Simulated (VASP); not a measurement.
# SmTa3Cl2 (P3m1) in VASP: notebook, part 2 of 2

VASP 6.6.1. Earlier steps stand in the parts before.

### 6 Single point, PBE

This run uses another cell than the first one, of 22.62 Å³/atom.

Contents of INCAR:

```
  PREC = Accurate
  ENCUT = 500
  EDIFF = 1E-6
  ISMEAR = 0
  SIGMA = 0.1
  LREAL = False
  LASPH = True
  NELM = 200
  ALGO = Normal
  ISIF = 2
  LWAVE = False
  LCHARG = True
  GGA = PE
  LELF = True
  LVHAR = True
  NBANDS = 38
  GGA_COMPAT = False
  LMAXMIX = 6
```

Contents of KPOINTS:

```
Automatic mesh
0
Gamma
  6 6 4
```

Contents of POSCAR:

```
SmTa3Cl2
1.0
    4.8361888763      0.0000000000      0.0000000000
   -2.4180944382      4.1882624244      0.0000000000
    0.0000000000      0.0000000000      6.7004137420
Sm Ta Cl
1 3 2
Direct
    0.6666666667      0.3333333333      0.9486713980
    0.0000000000      0.0000000000      0.5765372644
    0.3333333333      0.6666666667      0.4592693525
    0.6666666667      0.3333333333      0.4855677939
    0.0000000000      0.0000000000      0.9409594438
    0.3333333333      0.6666666667      0.0889947475
```

Potentials or basis: VASP PAW PBE potentials, release 64 (Sm_3, Ta_pv, Cl), 4f in core.

The run is started by

```console
$ cat potpaw_PBE.64/Sm_3/POTCAR potpaw_PBE.64/Ta_pv/POTCAR potpaw_PBE.64/Cl/POTCAR > POTCAR
$ mpirun -np 1 vasp_std > vasp.out
```

OUTCAR:

```text
PREC = Accurate
   ENCUT = 500
   EDIFF = 1E-6
   ISMEAR = 0
   LREAL = False
   LASPH = True
   NELM = 200
   ISIF = 2
   GGA = PE

 ion  position               nearest neighbor table
   1  0.667  0.333  0.949-   5 2.79   5 2.79   5 2.79   6 2.95   6 2.95   6 2.95   4 3.10   4 3.60

   2  0.000  0.000  0.577-   5 2.44   4 2.86   4 2.86   4 2.86   3 2.90   3 2.90   3 2.90
   3  0.333  0.667  0.459-   6 2.48   4 2.80   4 2.80   4 2.80   2 2.90   2 2.90   2 2.90
   4  0.667  0.333  0.486-   3 2.80   3 2.80   3 2.80   2 2.86   2 2.86   2 2.86   1 3.10   1 3.60

   5  0.000  0.000  0.941-   2 2.44   1 2.79   1 2.79   1 2.79
   6  0.333  0.667  0.089-   3 2.48   1 2.95   1 2.95   1 2.95

  LATTYP: Found a hexagonal cell.
 ALAT       =     4.8361888763
 C/A-ratio  =     1.3854739576

  Lattice vectors:

 A1 = (   4.8361888763,   0.0000000000,   0.0000000000)
 A2 = (  -2.4180944382,   4.1882624244,   0.0000000000)
 A3 = (   0.0000000000,   0.0000000000,   6.7004137420)

Analysis of symmetry for initial positions (statically):
=====================================================================
[... 183 lines left out ...]
 cond. band min:       4.6481254583   @ k =   0.3333   0.1667   0.2500
 fundamental gap:      0.0327498333
 Fermi energy:         4.6389116965

 k-point     1 :       0.0000    0.0000    0.0000
  band No.  band energies     occupation
      1     -37.1681      2.00000
      2     -29.8006      2.00000
      3     -29.7643      2.00000
      4     -29.6738      2.00000
      5     -29.6738      2.00000
      6     -29.5835      2.00000
[... 973 lines left out ...]
     37       7.4675      0.00000
     38       8.0146      0.00000

------------------------ aborting loop because EDIFF is reached ----------------------------------------

  FORCE on cell =-STRESS in cart. coord.  units (eV):
  Direction    XX          YY          ZZ          XY          YZ          ZX
  --------------------------------------------------------------------------------------
  -------------------------------------------------------------------------------------
  Total       -0.0219309     -0.0219309      0.0916385      0.0000000      0.0000000      0.0000000
  in kB       -0.2588974     -0.2588974      1.0818075      0.0000000      0.0000000      0.0000000
  external PRESSURE =       0.1880042 kB  Pullay stress =       0.0000000 kB

 VOLUME and BASIS-vectors are now :
 -----------------------------------------------------------------------------
  energy-cutoff  :      500.00
  volume of cell :      135.72
      direct lattice vectors                 reciprocal lattice vectors
     4.836188876  0.000000000  0.000000000     0.206774389  0.119381249  0.000000000
    -2.418094438  4.188262424  0.000000000     0.000000000  0.238762498  0.000000000
     0.000000000  0.000000000  6.700413742     0.000000000  0.000000000  0.149244515

 POSITION                                       TOTAL-FORCE (eV/Angst)
 -----------------------------------------------------------------------------------
      2.41809      1.39609      6.35649         0.000000      0.000000      0.006159
      0.00000      0.00000      3.86304         0.000000     -0.000000     -0.017910
     -0.00000      2.79217      3.07729        -0.000000      0.000000      0.044460
      2.41809      1.39609      3.25351         0.000000      0.000000     -0.034781
      0.00000      0.00000      6.30482         0.000000     -0.000000      0.010923
     -0.00000      2.79217      0.59630        -0.000000      0.000000     -0.008850
 -----------------------------------------------------------------------------------
    total drift:                                0.000000     -0.000000     -0.000675

  FREE ENERGIE OF THE ION-ELECTRON SYSTEM (eV)
  ---------------------------------------------------
  free  energy   TOTEN  =       -45.1536325568 eV

  energy  without entropy=      -45.1223913993  energy(sigma->0) =      -45.13801198
```

OSZICAR:

```text
N       E                     dE             d eps       ncg     rms          rms(c)
DAV:   1     0.537391863257E+03    0.53739E+03   -0.29500E+04  1824   0.141E+03
DAV:   2    -0.164041013684E+02   -0.55380E+03   -0.53989E+03  2042   0.405E+02
DAV:   3    -0.462556191783E+02   -0.29852E+02   -0.29142E+02  2344   0.840E+01
DAV:   4    -0.469706070535E+02   -0.71499E+00   -0.70860E+00  2336   0.125E+01
DAV:   5    -0.469856701793E+02   -0.15063E-01   -0.15040E-01  2346   0.180E+00    0.209E+01
DAV:   6    -0.455504628280E+02    0.14352E+01   -0.32579E+00  2264   0.919E+00    0.109E+01
DAV:   7    -0.453588152245E+02    0.19165E+00   -0.34423E+00  2416   0.905E+00    0.341E+00
DAV:   8    -0.451597523102E+02    0.19906E+00   -0.16242E+00  2432   0.538E+00    0.133E+00
DAV:   9    -0.451573225337E+02    0.24298E-02   -0.13231E-01  2422   0.192E+00    0.761E-01
DAV:  10    -0.451539467656E+02    0.33758E-02   -0.47835E-02  2452   0.121E+00    0.405E-01
DAV:  11    -0.451535712055E+02    0.37556E-03   -0.72670E-03  2446   0.537E-01    0.858E-02
DAV:  12    -0.451536227703E+02   -0.51565E-04   -0.34400E-04  2282   0.121E-01    0.423E-02
DAV:  13    -0.451536326157E+02   -0.98454E-05   -0.85995E-05  2222   0.586E-02    0.129E-02
DAV:  14    -0.451536325417E+02    0.73981E-07   -0.10159E-05  2224   0.233E-02    0.609E-03
DAV:  15    -0.451536325568E+02   -0.15077E-07   -0.12163E-06  1344   0.722E-03
   1 F= -.45153633E+02 E0= -.45138012E+02  d E =-.312412E-01
```

stdout:

```text
POSCAR found type information on POSCAR SmTaCl
 POSCAR found :  3 types and       6 ions
 scaLAPACK will be used
 LDA part: xc-table for (Slater+PW92), standard interpolation
 POSCAR, INCAR and KPOINTS ok, starting setup
 FFT: planning ... GRIDC
 FFT: planning ... GRID_SOFT
 FFT: planning ... GRID
 WAVECAR not read
 entering main loop
```

Wall time 3.4 min (1 thread of Intel Xeon 6975P-C (Granite Rapids), shared host); peak memory 0.3 GiB.

What came out:

```
Free energy            : -45.1536 eV
Pressure               : 0.0 GPa
Largest force          : 0.044 eV/Å
Band gap on the k mesh : zero (bands 29 and 30 overlap by 0.83 eV)
```

Forces in eV/Å, atoms in the order of the input:
```
Sm   0.000  0.000  0.006
Ta   0.000  0.000 -0.018
Ta   0.000  0.000  0.044
Ta   0.000  0.000 -0.035
Cl   0.000  0.000  0.011
Cl   0.000  0.000 -0.009
```

Levels at points of the mesh, in eV from the Fermi level:
```
           k point  band 27  band 28  band 29  band 30  band 31  band 32
(0.00, 0.00, 0.00)    -0.98    -0.47     0.32     0.32     0.93     0.93
(0.50, 0.00, 0.00)    -0.83    -0.80    -0.53    -0.39     1.59     1.62
(0.00, 0.00, 0.50)    -0.98     0.45     0.45     0.53     0.70     0.70
(0.50, 0.00, 0.50)    -0.87    -0.78    -0.50     0.56     1.03     1.47
```

Caveat: spin-orbit coupling is left out, which moves the levels of the heavy elements; the 4f electrons are frozen in the core, so they carry no moment and show no levels; the run has no spin polarisation, though such a crystal can be magnetic.

### 7 Overview

```tsv
cell	k mesh	gap on the mesh (eV)	pressure (GPa)	largest force (eV/Å)
a = 4.828, b = 4.828, c = 6.519 Å, angles 90.0, 90.0, 120.0°, 6 atoms, atomic positions A	6 × 6 × 6	none	2.0	0.02
a = 4.837, b = 4.837, c = 6.697 Å, angles 90.0, 90.0, 120.0°, 6 atoms, atomic positions B	6 × 6 × 6	none	0.0	0.02
a = 4.836, b = 4.836, c = 6.695 Å, angles 90.0, 90.0, 120.0°, 6 atoms, atomic positions B	6 × 6 × 6	none	0.1	0.02
a = 4.836, b = 4.836, c = 6.700 Å, angles 90.0, 90.0, 120.0°, 6 atoms, atomic positions C	6 × 6 × 4	none	0.0	0.04
```

Alike in all rows: task single point; level PBE; potentials or basis VASP PAW PBE potentials, release 64 (Sm_3, Ta_pv, Cl), 4f in core; no spin polarisation; cutoff (eV) 500; smearing gaussian 0.1 eV.

Caveats: spin-orbit coupling is left out, which moves the levels of the heavy elements; the 4f electrons are frozen in the core, so they carry no moment and show no levels; the run has no spin polarisation, though such a crystal can be magnetic.

Absolute energies hang on the potentials; compare differences alone.
